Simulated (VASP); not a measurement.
# BP (F-43m) in VASP: further runs

The runs below take BP through single point, with PBEsol.

Everything below comes from runs of VASP 6.6.1. Logs are shortened: lines on timing, memory, paths and dates and some standing lists are left out, and cuts for length are marked.

## (1) The cell of the first run

The structure is cubic, space group F-43m (No. 216). The conventional cell has a = 4.538 Å, b = 4.538 Å, c = 4.538 Å, α = 90.00°, β = 90.00°, γ = 90.00°. P (site symmetry -43m) has 4 B at 1.97 Å within 2.6 Å. B (site symmetry -43m) has 4 P at 1.97 Å within 2.6 Å.

## (2) Single point, PBEsol

Input file INCAR:

```
SYSTEM = BP
  ALGO = Normal
  EDIFF = 1E-6
  ENCUT = 500
  GGA = PS
  GGA_COMPAT = .FALSE.
  ISIF = 2
  ISMEAR = 1
  LASPH = .TRUE.
  LCHARG = .FALSE.
  LREAL = .FALSE.
  LWAVE = .FALSE.
  NBANDS = 11
  NELM = 120
  PREC = Accurate
  SIGMA = 0.05
```

Input file KPOINTS:

```
k-points
0
G
  9 9 9
  0 0 0
```

Input file POSCAR:

```
BP
1.0
    0.0000000000      2.2690000000      2.2690000000
    2.2690000000      0.0000000000      2.2690000000
    2.2690000000      2.2690000000      0.0000000000
P B
1 1
Direct
    0.7500000000      0.7500000000      0.7500000000
    0.0000000000      0.0000000000      0.0000000000
```

Potentials or basis: VASP PAW PBE potentials, release 64 (P, B).

Run with:

```
$ cat potpaw_PBE.64/P/POTCAR potpaw_PBE.64/B/POTCAR > POTCAR
$ mpirun -np 1 vasp_std > vasp.out
```

OUTCAR:

```text
SYSTEM = BP
   EDIFF = 1E-6
   ENCUT = 500
   GGA = PS
   ISIF = 2
   ISMEAR = 1
   LASPH = .TRUE.
   LREAL = .FALSE.
   NELM = 120
   PREC = Accurate

 ion  position               nearest neighbor table
   1  0.750  0.750  0.750-   2 1.97   2 1.97   2 1.97   2 1.97
   2  0.000  0.000  0.000-   1 1.97   1 1.97   1 1.97   1 1.97

  LATTYP: Found a face centered cubic cell.
 ALAT       =     4.5380000000

  Lattice vectors:

 A1 = (   0.0000000000,   2.2690000000,   2.2690000000)
 A2 = (   2.2690000000,   0.0000000000,   2.2690000000)
 A3 = (   2.2690000000,   2.2690000000,   0.0000000000)

Analysis of symmetry for initial positions (statically):
=====================================================================
 Subroutine PRICEL returns:
 Original cell was already a primitive cell.

 Routine SETGRP: Setting up the symmetry group for a
 face centered cubic supercell.

 Subroutine GETGRP returns: Found 24 space group operations
 (whereof 24 operations were pure point group operations)
 out of a pool of 48 trial point group operations.

The static configuration has the point symmetry T_d .

Analysis of symmetry for dynamics (positions and initial velocities):
=====================================================================
 Subroutine PRICEL returns:
 Original cell was already a primitive cell.

 Routine SETGRP: Setting up the symmetry group for a
 face centered cubic supercell.

 Subroutine GETGRP returns: Found 24 space group operations
 (whereof 24 operations were pure point group operations)
 out of a pool of 48 trial point group operations.

The dynamic configuration has the point symmetry T_d .

 Subroutine INISYM returns: Found 24 space group operations
 (whereof 24 operations are pure point group operations),
 and found     1 'primitive' translations

----------------------------------------------------------------------------------------

                                     Primitive cell

  volume of cell :      23.3633

  direct lattice vectors                    reciprocal lattice vectors
     0.000000000  2.269000000  2.269000000    -0.220361393  0.220361393  0.220361393
     2.269000000  0.000000000  2.269000000     0.220361393 -0.220361393  0.220361393
     2.269000000  2.269000000  0.000000000     0.220361393  0.220361393 -0.220361393

  length of vectors
     3.208850573  3.208850573  3.208850573     0.381677128  0.381677128  0.381677128

  position of ions in fractional coordinates (direct lattice)
     0.750000000  0.750000000  0.750000000
     0.000000000  0.000000000  0.000000000

  ion indices of the primitive-cell ions
   primitive index   ion index
                 1           1
                 2           2

----------------------------------------------------------------------------------------

 KPOINTS: k-points

Automatic generation of k-mesh.
 Grid dimensions read from file:
 generate k-points for:    9    9    9

 Generating k-lattice:

  Cartesian coordinates                     Fractional coordinates (reciprocal lattice)
    -0.024484599  0.024484599  0.024484599     0.111111111  0.000000000  0.000000000
     0.024484599 -0.024484599  0.024484599     0.000000000  0.111111111  0.000000000
     0.024484599  0.024484599 -0.024484599     0.000000000  0.000000000  0.111111111

  Length of vectors
     0.042408570  0.042408570  0.042408570

  Shift w.r.t. Gamma in fractional coordinates (k-lattice)
     0.000000000  0.000000000  0.000000000

 Subroutine IBZKPT returns following result:
 ===========================================

 Found     35 irreducible k-points:

 Following reciprocal coordinates:
            Coordinates               Weight
  0.000000  0.000000  0.000000      1.000000
  0.111111  0.000000  0.000000      8.000000
  0.222222  0.000000  0.000000      8.000000
  0.333333  0.000000  0.000000      8.000000
  0.444444  0.000000  0.000000      8.000000
  0.111111  0.111111  0.000000      6.000000
[... 16 lines left out ...]
 -0.333333  0.333333  0.000000     12.000000
  0.444444  0.444444  0.000000      6.000000
 [... further k-points ...]
   k-points           NKPTS =     35   k-points in BZ     NKDIM =     35   number of bands    NBANDS=     11
   number of dos      NEDOS =    301   number of ions     NIONS =      2
   total plane-waves  NPLWV =  13824
   dimension x,y,z NGX =    24 NGY =   24 NGZ =   24
   dimension x,y,z NGXF=    48 NGYF=   48 NGZF=   48
   ions per type =               1   1
   NGX,Y,Z   is equivalent  to a cutoff of  12.43, 12.43, 12.43 a.u.
   NGXF,Y,Z  is equivalent  to a cutoff of  24.87, 24.87, 24.87 a.u.
 SYSTEM =  BP
   PREC   = accura    normal or accurate (medium, high low for compatibility)
   ISTART =      0    job   : 0-new  1-cont  2-samecut
   ICHARG =      2    charge: 1-file 2-atom 10-const
   ISPIN  =      1    spin polarized calculation?
   LNONCOLLINEAR =      F non collinear calculations
   LSORBIT =      F    spin-orbit coupling
   LASPH  =      T    aspherical Exc in radial PAW
   ENCUT  =  500.0 eV  36.75 Ry    6.06 a.u.   5.85  5.85  5.85*2*pi/ulx,y,z
   NELM   =    120;   NELMIN=  2; NELMDL= -5     # of ELM steps
   EDIFF  = 0.1E-05   stopping-criterion for ELM
   LREAL  =      F    real-space projection
   EDIFFG = 0.1E-04   stopping-criterion for IOM
   NSW    =      0    number of steps for IOM
   IBRION =     -1    ionic relax: 0-MD 1-quasi-New 2-CG
   NFREE  =      0    steps in history (QN), initial steepest desc. (CG)
   ISIF   =      2    stress and relaxation
   ISYM   =      2    0-nonsym 1-usesym 2-fastsym
   POTIM  = 0.5000    time-step for ionic-motion
   TEBEG  =    0.0;   TEEND  =   0.0 temperature during run
   PSTRESS=    0.0 pullay stress
   NELECT =       8.0000    total number of electrons
   NUPDOWN=      -1.0000    fix difference up-down
   EMIN   =  10.00;   EMAX   =-10.00  energy-range for DOS
   EFERMI =   0.00;   METHOD = LEGACY
   ISMEAR =     1;   SIGMA  =   0.05  broadening in eV -4-tet -1-fermi 0-gaus
   EFERMI_NEDOS =   21; number of points for ismear=-14 and -15
   IALGO  =     38    algorithm
   IMIX   =      4    mixing-type and parameters
     AMIX     =   0.40;   BMIX     =  1.00
     AMIX_MAG =   1.60;   BMIX_MAG =  1.00
  volume/ion in A,a.u.               =      11.68        78.83
  Fermi-wavevector in a.u.,A,eV,Ry     =   1.145320  2.164342 17.847562  1.311759
  Thomas-Fermi vector in A             =   2.282009
   LORBIT       =      0    0 simple, 1 ext, 2 COOP (PROOUT), +10 PAW based schemes
   GGA     = PS    functional components
   LHFCALC =     F    Hartree Fock is set to
   AEXX    =    0.0000 exact exchange contribution
   IVDW    =     0    specifies the selected vdW correction
   LEPSILON=     F    determine dielectric tensor
   LRPA    =     F    only Hartree local field effects (RPA)
 non-spin polarized calculation
 Methfessel and Paxton  Order N= 1 SIGMA  =   0.05
  energy-cutoff  :      500.00
  volume of cell :       23.36
 maximum number of plane-waves:       609
   NGX = 11   NGY = 11   NGZ = 11

 number of electron       8.0000000 magnetization

 Free energy of the ion-electron system (eV)
  ---------------------------------------------------
  ext. energy  EPLUGINS =         0.00000000
  ---------------------------------------------------
  free energy    TOTEN  =       -13.67135578 eV

  energy without entropy =      -13.67136771  energy(sigma->0) =      -13.67135976

 E-fermi :   7.4478     XC(G=0): -11.0457

 val. band max:        7.4057504681   @ k =   0.0000   0.0000   0.0000
 cond. band min:       8.5504679741   @ k =   0.4444   0.4444   0.0000
 fundamental gap:      1.1447175060
 Fermi energy:         7.4478444207

 k-point     1 :       0.0000    0.0000    0.0000
  band No.  band energies     occupation
      1      -8.0924      2.00000
      2       7.4058      2.00000
      3       7.4058      2.00000
      4       7.4058      2.00000
      5      10.7624      0.00000
      6      10.7624      0.00000
      7      10.7624      0.00000
      8      14.7486      0.00000
      9      18.6482      0.00000
     10      19.5272      0.00000
     11      19.5272      0.00000

 k-point     2 :       0.1111    0.0000    0.0000
  band No.  band energies     occupation
      1      -7.8694      2.00000
      2       5.8492      2.00000
      3       7.0489      2.00000
      4       7.0489      2.00000
      5      11.2452      0.00000
      6      11.2551      0.00000
      7      11.2551      0.00000
      8      15.3796      0.00000
      9      18.7016      0.00000
     10      18.7016      0.00000
     11      19.3445      0.00000

 k-point     3 :       0.2222    0.0000    0.0000
  band No.  band energies     occupation
      1      -7.2111      2.00000
      2       3.1956      2.00000
      3       6.4229      2.00000
      4       6.4229      2.00000
      5      11.3809      0.00000
      6      12.0152      0.00000
      7      12.0152      0.00000
      8      16.6578      0.00000
      9      18.1968      0.00000
     10      18.1968      0.00000
     11      20.1706      0.00000

 k-point     4 :       0.3333    0.0000    0.0000
  band No.  band energies     occupation
      1      -6.1689      2.00000
      2       0.6328      2.00000
      3       5.9282      2.00000
      4       5.9282      2.00000
      5      11.2534      0.00000
      6      12.2110      0.00000
      7      12.2110      0.00000
      8      17.3652      0.00000
      9      19.2411      0.00000
     10      19.2411      0.00000
     11      20.6387      0.00000

 k-point     5 :       0.4444    0.0000    0.0000
  band No.  band energies     occupation
      1      -5.0018      2.00000
      2      -1.3305      2.00000
      3       5.6712      2.00000
      4       5.6712      2.00000
      5      11.1523      0.00000
      6      12.0826      0.00000
      7      12.0826      0.00000
      8      17.3555      0.00000
      9      21.3559      0.00000
     10      21.3559      0.00000
     11      21.7720      0.00000
[... 211 lines left out ...]
 k-point    21 :       0.4444    0.3333    0.0000
  band No.  band energies     occupation
      1      -4.5125      2.00000
      2       0.4539      2.00000
      3       2.8780      2.00000
      4       3.6595      2.00000
      5       9.0477      0.00000
      6      10.5937      0.00000
      7      17.5203      0.00000
      8      17.5867      0.00000
      9      21.6238      0.00000
     10      23.0742      0.00000
     11      24.7044      0.00000

 k-point    22 :      -0.4444    0.3333    0.0000
  band No.  band energies     occupation
      1      -3.5084      2.00000
      2      -0.6084      2.00000
      3       1.5552      2.00000
      4       3.8141      2.00000
      5       9.3747      0.00000
      6      12.6793      0.00000
      7      17.0465      0.00000
      8      17.5155      0.00000
      9      20.0436      0.00000
     10      21.3048      0.00000
     11      25.4094      0.00000

 k-point    23 :      -0.3333    0.3333    0.0000
  band No.  band energies     occupation
      1      -3.6422      2.00000
      2      -0.4423      2.00000
      3       0.9998      2.00000
      4       4.3265      2.00000
      5       9.9388      0.00000
      6      15.5472      0.00000
      7      15.9156      0.00000
      8      17.1623      0.00000
      9      17.7137      0.00000
     10      19.1096      0.00000
     11      25.9261      0.00000

 k-point    24 :       0.4444    0.4444    0.0000
  band No.  band energies     occupation
      1      -3.7319      2.00000
      2      -0.5942      2.00000
      3       3.3301      2.00000
      4       3.3301      2.00000
      5       8.5505      0.00000
      6       9.1935      0.00000
      7      19.1073      0.00000
      8      19.1073      0.00000
      9      22.3404      0.00000
     10      23.8591      0.00000
     11      25.7281      0.00000

 [... further k-points ...]

------------------------ aborting loop because EDIFF is reached ----------------------------------------

  FORCE on cell =-STRESS in cart. coord.  units (eV):
  Direction    XX          YY          ZZ          XY          YZ          ZX
  --------------------------------------------------------------------------------------
  -------------------------------------------------------------------------------------
  Total       -0.2690828     -0.2690828     -0.2690828     -0.0000000     -0.0000000      0.0000000
  in kB      -18.4528339    -18.4528339    -18.4528339     -0.0000000     -0.0000000      0.0000000
  external PRESSURE =     -18.4528339 kB  Pullay stress =       0.0000000 kB

 VOLUME and BASIS-vectors are now :
 -----------------------------------------------------------------------------
  energy-cutoff  :      500.00
  volume of cell :       23.36
      direct lattice vectors                 reciprocal lattice vectors
     0.000000000  2.269000000  2.269000000    -0.220361393  0.220361393  0.220361393
     2.269000000  0.000000000  2.269000000     0.220361393 -0.220361393  0.220361393
     2.269000000  2.269000000  0.000000000     0.220361393  0.220361393 -0.220361393

 POSITION                                       TOTAL-FORCE (eV/Angst)
 -----------------------------------------------------------------------------------
      3.40350      3.40350      3.40350        -0.000000      0.000000      0.000000
      0.00000      0.00000      0.00000         0.000000     -0.000000     -0.000000
 -----------------------------------------------------------------------------------
    total drift:                               -0.000000     -0.000000     -0.000000

  FREE ENERGIE OF THE ION-ELECTRON SYSTEM (eV)
  ---------------------------------------------------
  free  energy   TOTEN  =       -13.6713557844 eV

  energy  without entropy=      -13.6713677142  energy(sigma->0) =      -13.67135976
```

It took 2.8 s on 1 thread of Intel Xeon 6975P-C (Granite Rapids), shared host; peak memory 0.13 GiB.

Results:

* Free energy: -13.6714 eV
* Pressure: -1.8 GPa
* Band gap on the k mesh: 1.14 eV, indirect (least direct gap 3.36 eV)

Caveat: the PAW data sets were made with another functional, which shifts forces and pressure a little.

## (3) Single point, PBEsol

Input file INCAR:

```
PREC = Accurate ; ENCUT = 500
EDIFF = 1E-6 ; ISMEAR = 1
SIGMA = 0.05 ; LREAL = False
LASPH = True ; NELM = 120
ALGO = Normal ; ISIF = 2
LWAVE = False ; LCHARG = False
GGA = PS ; NBANDS = 11
GGA_COMPAT = False
```

Input file KPOINTS:

```
Automatic mesh
0
Gamma
  11 11 11
```

POSCAR is that of step 2.

Potentials or basis: VASP PAW PBE potentials, release 64 (P, B).

Run with:

```
$ cat potpaw_PBE.64/P/POTCAR potpaw_PBE.64/B/POTCAR > POTCAR
$ mpirun -np 1 vasp_std > vasp.out
```

It took 3.8 s on 1 thread of Intel Xeon 6975P-C (Granite Rapids), shared host; peak memory 0.14 GiB.

Results (log left out):

```
Free energy            : -13.6721 eV
Pressure               : -1.9 GPa
Band gap on the k mesh : 1.16 eV, indirect (least direct gap 3.36 eV)
```

Levels at points of the mesh, in eV from the valence-band top:
```
           k point  band 2  band 3  band 4  band 5  band 6  band 7
(0.00, 0.00, 0.00)    0.00    0.00    0.00    3.36    3.36    3.36
```

Caveat: the PAW data sets were made with another functional, which shifts forces and pressure a little. A k mesh can miss the band edges.
